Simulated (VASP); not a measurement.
# CeO2 (Fm-3m) in VASP: further runs

CeO2 is run at these levels: PBE-based screened hybrid with 30 % exact exchange, PBE-based global hybrid with 50 % exact exchange; tasks: single point.

Program: VASP 6.6.1. These are calculated values, not measurements. Logs are shortened: lines on timing, memory, paths and dates and some standing lists are left out, and cuts for length are marked.

### Step 1. The cell of the first run

Symmetry: Fm-3m, No. 225, cubic system. The conventional cell has a = 5.410 Å, b = 5.410 Å, c = 5.410 Å, α = 90.00°, β = 90.00°, γ = 90.00°. Within 3.1 Å of Ce (site symmetry m-3m) lie 8 O at 2.34 Å. O (site symmetry -43m) has 4 Ce at 2.34 Å and 6 O at 2.70 Å within 3.1 Å.

### Step 2. Single point, PBE-based screened hybrid with 30 % exact exchange

POSCAR

```
CeO2
1.0
    0.0000000000      2.7048609279      2.7048609279
    2.7048609279      0.0000000000      2.7048609279
    2.7048609279      2.7048609279      0.0000000000
Ce O
1 2
Direct
    0.0000000000      0.0000000000      0.0000000000
    0.2500000000      0.2500000000      0.2500000000
    0.7500000000      0.7500000000      0.7500000000
```

INCAR.step1

```
PREC = Accurate ; ENCUT = 520
EDIFF = 1E-5 ; ISMEAR = 0
SIGMA = 0.05 ; LREAL = F
LASPH = T ; NELM = 100
ALGO = Normal ; ISIF = 2
LWAVE = T ; NBANDS = 19
GGA = PE
```

INCAR.step2

```
PREC = Accurate ; ENCUT = 520
EDIFF = 1E-6 ; ISMEAR = 0
SIGMA = 0.05 ; LREAL = F
LASPH = T ; NELM = 100
ALGO = Normal ; ISIF = 2
LWAVE = F ; LCHARG = T
GGA = PE ; LHFCALC = T
AEXX = 0.3 ; HFSCREEN = 0.20787
PRECFOCK = Normal ; LELF = T
LVHAR = T ; NBANDS = 19
ISTART = 1
```

KPOINTS

```
Automatic mesh
0
Gamma
  4 4 4
```

Potentials or basis: VASP PAW PBE potentials, release 64 (Ce, O).

Run with:

```bash
> cat potpaw_PBE.64/Ce/POTCAR potpaw_PBE.64/O/POTCAR > POTCAR
> cp INCAR.step1 INCAR
> mpirun -np 1 vasp_std > vasp.out
> cp INCAR.step2 INCAR
> mpirun -np 1 vasp_std > vasp.out
```

OUTCAR:

```text
PREC = Accurate
   ENCUT = 520
   EDIFF = 1E-6
   ISMEAR = 0
   LREAL = F
   LASPH = T
   NELM = 100
   ISIF = 2
   GGA = PE
   LHFCALC = T
   AEXX = 0.3
   HFSCREEN = 0.20787
   PRECFOCK = Normal
   ISTART = 1

 ion  position               nearest neighbor table
   1  0.000  0.000  0.000-   3 2.34   3 2.34   3 2.34   2 2.34   3 2.34   2 2.34   2 2.34   2 2.34

   2  0.250  0.250  0.250-   1 2.34   1 2.34   1 2.34   1 2.34
   3  0.750  0.750  0.750-   1 2.34   1 2.34   1 2.34   1 2.34

  LATTYP: Found a face centered cubic cell.
 ALAT       =     5.4097218558

  Lattice vectors:

 A1 = (   0.0000000000,   2.7048609279,   2.7048609279)
 A2 = (   2.7048609279,   0.0000000000,   2.7048609279)
 A3 = (   2.7048609279,   2.7048609279,   0.0000000000)

Analysis of symmetry for initial positions (statically):
=====================================================================
 Subroutine PRICEL returns:
 Original cell was already a primitive cell.

 Routine SETGRP: Setting up the symmetry group for a
 face centered cubic supercell.

 Subroutine GETGRP returns: Found 48 space group operations
 (whereof 48 operations were pure point group operations)
 out of a pool of 48 trial point group operations.

The static configuration has the point symmetry O_h .

Analysis of symmetry for dynamics (positions and initial velocities):
=====================================================================
 Subroutine PRICEL returns:
 Original cell was already a primitive cell.

 Routine SETGRP: Setting up the symmetry group for a
 face centered cubic supercell.

 Subroutine GETGRP returns: Found 48 space group operations
 (whereof 48 operations were pure point group operations)
 out of a pool of 48 trial point group operations.

The dynamic configuration has the point symmetry O_h .

 Subroutine INISYM returns: Found 48 space group operations
 (whereof 48 operations are pure point group operations),
 and found     1 'primitive' translations

----------------------------------------------------------------------------------------

                                     Primitive cell

  volume of cell :      39.5790

  direct lattice vectors                    reciprocal lattice vectors
     0.000000000  2.704860928  2.704860928    -0.184852387  0.184852387  0.184852387
     2.704860928  0.000000000  2.704860928     0.184852387 -0.184852387  0.184852387
     2.704860928  2.704860928  0.000000000     0.184852387  0.184852387 -0.184852387

  length of vectors
     3.825251009  3.825251009  3.825251009     0.320173727  0.320173727  0.320173727

  position of ions in fractional coordinates (direct lattice)
     0.000000000  0.000000000  0.000000000
     0.250000000  0.250000000  0.250000000
     0.750000000  0.750000000  0.750000000

  ion indices of the primitive-cell ions
   primitive index   ion index
                 1           1
                 2           2
                 3           3

----------------------------------------------------------------------------------------

 KPOINTS: Automatic mesh

Automatic generation of k-mesh.
 Grid dimensions read from file:
 generate k-points for:    4    4    4

 Generating k-lattice:

  Cartesian coordinates                     Fractional coordinates (reciprocal lattice)
    -0.046213097  0.046213097  0.046213097     0.250000000  0.000000000  0.000000000
     0.046213097 -0.046213097  0.046213097     0.000000000  0.250000000  0.000000000
     0.046213097  0.046213097 -0.046213097     0.000000000  0.000000000  0.250000000

  Length of vectors
     0.080043432  0.080043432  0.080043432

  Shift w.r.t. Gamma in fractional coordinates (k-lattice)
     0.000000000  0.000000000  0.000000000

 Subroutine IBZKPT returns following result:
 ===========================================

 Found      8 irreducible k-points:

 Following reciprocal coordinates:
            Coordinates               Weight
  0.000000  0.000000  0.000000      1.000000
  0.250000  0.000000  0.000000      8.000000
  0.500000  0.000000  0.000000      4.000000
  0.250000  0.250000  0.000000      6.000000
  0.500000  0.250000  0.000000     24.000000
 -0.250000  0.250000  0.000000     12.000000
  0.500000  0.500000  0.000000      3.000000
 -0.250000  0.500000  0.250000      6.000000
   k-points           NKPTS =      8   k-points in BZ     NKDIM =     64   number of bands    NBANDS=     19
   number of dos      NEDOS =    301   number of ions     NIONS =      3
   total plane-waves  NPLWV =  21952
   dimension x,y,z NGX =    28 NGY =   28 NGZ =   28
   dimension x,y,z NGXF=    56 NGYF=   56 NGZF=   56
   ions per type =               1   2
   NGX,Y,Z   is equivalent  to a cutoff of  12.17, 12.17, 12.17 a.u.
   NGXF,Y,Z  is equivalent  to a cutoff of  24.34, 24.34, 24.34 a.u.
 SYSTEM =  unknown system
   PREC   = accura    normal or accurate (medium, high low for compatibility)
   ISTART =      1    job   : 0-new  1-cont  2-samecut
   ICHARG =      0    charge: 1-file 2-atom 10-const
   ISPIN  =      1    spin polarized calculation?
   LNONCOLLINEAR =      F non collinear calculations
   LSORBIT =      F    spin-orbit coupling
   LASPH  =      T    aspherical Exc in radial PAW
   ENCUT  =  520.0 eV  38.22 Ry    6.18 a.u.   7.11  7.11  7.11*2*pi/ulx,y,z
   NELM   =    100;   NELMIN=  2; NELMDL=  0     # of ELM steps
   EDIFF  = 0.1E-05   stopping-criterion for ELM
   LREAL  =      F    real-space projection
   EDIFFG = 0.1E-04   stopping-criterion for IOM
   NSW    =      0    number of steps for IOM
   IBRION =     -1    ionic relax: 0-MD 1-quasi-New 2-CG
   NFREE  =      0    steps in history (QN), initial steepest desc. (CG)
   ISIF   =      2    stress and relaxation
   ISYM   =      3    0-nonsym 1-usesym 2-fastsym
   POTIM  = 0.5000    time-step for ionic-motion
   TEBEG  =    0.0;   TEEND  =   0.0 temperature during run
   PSTRESS=    0.0 pullay stress
   NELECT =      24.0000    total number of electrons
   NUPDOWN=      -1.0000    fix difference up-down
   EMIN   =  10.00;   EMAX   =-10.00  energy-range for DOS
   EFERMI =   0.00;   METHOD = LEGACY
   ISMEAR =     0;   SIGMA  =   0.05  broadening in eV -4-tet -1-fermi 0-gaus
   EFERMI_NEDOS =   21; number of points for ismear=-14 and -15
   IALGO  =     38    algorithm
   IMIX   =      1    mixing-type and parameters
     AMIX     =   0.40;   BMIX     =  1.00
     AMIX_MAG =   1.60;   BMIX_MAG =  1.00
  volume/ion in A,a.u.               =      13.19        89.03
  Fermi-wavevector in a.u.,A,eV,Ry     =   1.385661  2.618519 26.123951  1.920056
  Thomas-Fermi vector in A             =   2.510050
   LORBIT       =      0    0 simple, 1 ext, 2 COOP (PROOUT), +10 PAW based schemes
   GGA     = PE    functional components
   LHFCALC =     T    Hartree Fock is set to
   PRECFOCK=normal    Normal, Fast or Accurate (Low or Medium for compatibility)
   ENCUT4O =  -1.0   cutoff for four orbital integrals eV
   NKREDX  =     1    reduce k-point grid by
   NKREDY  =     1    reduce k-point grid by
   NKREDZ  =     1    reduce k-point grid by
   AEXX    =    0.3000 exact exchange contribution
   HFSCREEN=    0.2079 screening length (either q_TF or 0.3 A-1)
   HFSCREENC=   0.2079 screening length for correlation (either q_TF or 0.3 A-1)
   ENCUTFOCK=  -1.0 apply spherical cutoff to Coloumb kernel
   IVDW    =     0    specifies the selected vdW correction
   LEPSILON=     F    determine dielectric tensor
   LRPA    =     F    only Hartree local field effects (RPA)
 non-spin polarized calculation
 Gauss-broadening in eV      SIGMA  =   0.05
  energy-cutoff  :      520.00
  volume of cell :       39.58
 maximum number of plane-waves:      1090
  NGX = 24; NGY = 24; NGZ = 24

 number of electron      23.9999995 magnetization

 Free energy of the ion-electron system (eV)
  ---------------------------------------------------
  ext. energy  EPLUGINS =         0.00000000
  ---------------------------------------------------
  free energy    TOTEN  =       -33.46372585 eV

  energy without entropy =      -33.46372585  energy(sigma->0) =      -33.46372585

 E-fermi :   4.5939     XC(G=0):  -8.9128

 val. band max:        4.3559389319   @ k =  -0.2500   0.2500   0.0000
 cond. band min:       8.2822502792   @ k =   0.5000   0.0000   0.0000
 fundamental gap:      3.9263113473
 Fermi energy:         4.5939380078

 k-point     1 :       0.0000    0.0000    0.0000
  band No.  band energies     occupation
      1     -31.5576      2.00000
      2     -13.9631      2.00000
      3     -12.8917      2.00000
      4     -12.0931      2.00000
      5     -12.0931      2.00000
      6     -12.0931      2.00000
[... 11 lines left out ...]
     18       9.3769      0.00000
     19       9.3769      0.00000

 k-point     2 :       0.2500    0.0000    0.0000
  band No.  band energies     occupation
      1     -31.4504      2.00000
      2     -15.3989      2.00000
      3     -13.3691      2.00000
      4     -12.2276      2.00000
      5     -12.2276      2.00000
      6     -10.4943      2.00000
[... 11 lines left out ...]
     18       9.2032      0.00000
     19       9.2032      0.00000

 k-point     3 :       0.5000    0.0000    0.0000
  band No.  band energies     occupation
      1     -31.3391      2.00000
      2     -16.2641      2.00000
      3     -13.7885      2.00000
      4     -12.3555      2.00000
      5     -12.3555      2.00000
      6      -9.4079      2.00000
[... 11 lines left out ...]
     18       9.2632      0.00000
     19       9.2632      0.00000

 k-point     4 :       0.2500    0.2500    0.0000
  band No.  band energies     occupation
      1     -31.4144      2.00000
      2     -15.6751      2.00000
      3     -13.3360      2.00000
      4     -12.4315      2.00000
      5     -12.4315      2.00000
      6     -10.0401      2.00000
[... 11 lines left out ...]
     18       9.1149      0.00000
     19       9.1149      0.00000

 k-point     5 :       0.5000    0.2500    0.0000
  band No.  band energies     occupation
      1     -31.3027      2.00000
      2     -16.1341      2.00000
      3     -14.7905      2.00000
      4     -12.5542      2.00000
      5     -11.3435      2.00000
      6      -9.5631      2.00000
[... 11 lines left out ...]
     18       9.0860      0.00000
     19       9.2141      0.00000

 k-point     6 :      -0.2500    0.2500    0.0000
  band No.  band energies     occupation
      1     -31.3400      2.00000
      2     -15.7712      2.00000
      3     -14.9549      2.00000
      4     -12.3590      2.00000
      5     -10.8353      2.00000
      6     -10.3214      2.00000
[... 11 lines left out ...]
     18       9.0116      0.00000
     19       9.1185      0.00000

 k-point     7 :       0.5000    0.5000    0.0000
  band No.  band energies     occupation
      1     -31.2657      2.00000
      2     -16.6231      2.00000
      3     -13.7261      2.00000
      4     -12.7409      2.00000
      5     -12.7409      2.00000
      6      -8.6604      2.00000
[... 11 lines left out ...]
     18       9.1166      0.00000
     19       9.4402      0.00000

 k-point     8 :      -0.2500    0.5000    0.2500
  band No.  band energies     occupation
      1     -31.2650      2.00000
      2     -15.7353      2.00000
      3     -15.7353      2.00000
      4     -12.7691      2.00000
      5     -10.1551      2.00000
      6     -10.1550      2.00000
[... 11 lines left out ...]
     18       8.9646      0.00000
     19       9.3832      0.00000

------------------------ aborting loop because EDIFF is reached ----------------------------------------

  FORCE on cell =-STRESS in cart. coord.  units (eV):
  Direction    XX          YY          ZZ          XY          YZ          ZX
  --------------------------------------------------------------------------------------
  -------------------------------------------------------------------------------------
  Total       -0.7401788     -0.7401788     -0.7401788      0.0000000      0.0000000      0.0000000
  in kB      -29.9628000    -29.9628000    -29.9628000      0.0000000      0.0000000      0.0000000
  external PRESSURE =     -29.9628000 kB  Pullay stress =       0.0000000 kB

 VOLUME and BASIS-vectors are now :
 -----------------------------------------------------------------------------
  energy-cutoff  :      520.00
  volume of cell :       39.58
      direct lattice vectors                 reciprocal lattice vectors
     0.000000000  2.704860928  2.704860928    -0.184852387  0.184852387  0.184852387
     2.704860928  0.000000000  2.704860928     0.184852387 -0.184852387  0.184852387
     2.704860928  2.704860928  0.000000000     0.184852387  0.184852387 -0.184852387

 POSITION                                       TOTAL-FORCE (eV/Angst)
 -----------------------------------------------------------------------------------
      0.00000      0.00000      0.00000        -0.000000     -0.000000     -0.000000
      1.35243      1.35243      1.35243        -0.000000     -0.000000     -0.000000
      4.05729      4.05729      4.05729         0.000000      0.000000      0.000000
 -----------------------------------------------------------------------------------
    total drift:                                0.000002     -0.000002     -0.000003

  FREE ENERGIE OF THE ION-ELECTRON SYSTEM (eV)
  ---------------------------------------------------
  free  energy   TOTEN  =       -33.4637258522 eV

  energy  without entropy=      -33.4637258522  energy(sigma->0) =      -33.46372585
```

Run time: 14 min. Hardware: 1 thread of Intel Xeon Platinum 8259CL at 2.50GHz (Skylake/Cascade Lake), shared host; peak memory 0.28 GiB.

Results:

```
Free energy            : -33.4637 eV
Pressure               : -3.0 GPa
Band gap on the k mesh : 3.93 eV (least direct gap 4.12 eV)
```

Caveat: the k points lie up to 0.50 Å⁻¹ apart; the PAW data sets were made with another functional, which shifts forces and pressure a little; spin-orbit coupling is left out, which moves the levels of the heavy elements. Spin polarisation is off, so any magnetic state and its effect on volume and gap are missing.

(Part 1 of 2 ends here.)
